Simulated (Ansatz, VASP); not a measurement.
One calculation of ZnIr2, two programs

```
Zn Ir
1.0
     0.00000    3.62392    3.62392
     3.62392    0.00000    3.62392
     3.62392    3.62392    0.00000
Zn Ir
2 4
Direct
  0.00000 0.00000 0.00000
  0.25000 0.25000 0.25000
  0.62500 0.62500 0.62500
  0.12500 0.62500 0.62500
  0.62500 0.62500 0.12500
  0.62500 0.12500 0.62500
```

Alike in both runs: functional r2SCAN; k mesh 4 × 4 × 4; occupations gaussian, width 0.1 eV; no spin polarisation.

Ansatz relaxed the structure, and its values are those at the end. VASP's run is a single point on that final structure, the one shown.

|  | VASP | Ansatz |
| --- | --- | --- |
| version | VASP 6.6.1 | Ansatz 0.2.0 |
| potentials or method | VASP PAW PBE potentials, release 64 (Zn, Ir), cutoff 520 eV | scalar-relativistic, plane waves, PAW |
| valence electrons in the cell | 60 | 92 |

VASP gave:

| Property | Result |
| --- | --- |
| gap on the k mesh at the Fermi level (eV) | none |
| pressure (GPa) | 1.6 |

Task: Which values does Ansatz return?

Result: gap on the k mesh at the Fermi level (eV): none; pressure (GPa): 0.2.

VASP's potentials were made for PBE, not for r2SCAN. A gap of «none» marks a metal or a gap that the smearing closes. VASP's potentials hold 60 valence electrons a cell and Ansatz's 92, so a difference there can come from the potentials and not from the codes.

The k mesh is coarse, so the values compare programs but aren't converged. Spin-orbit coupling is off throughout.
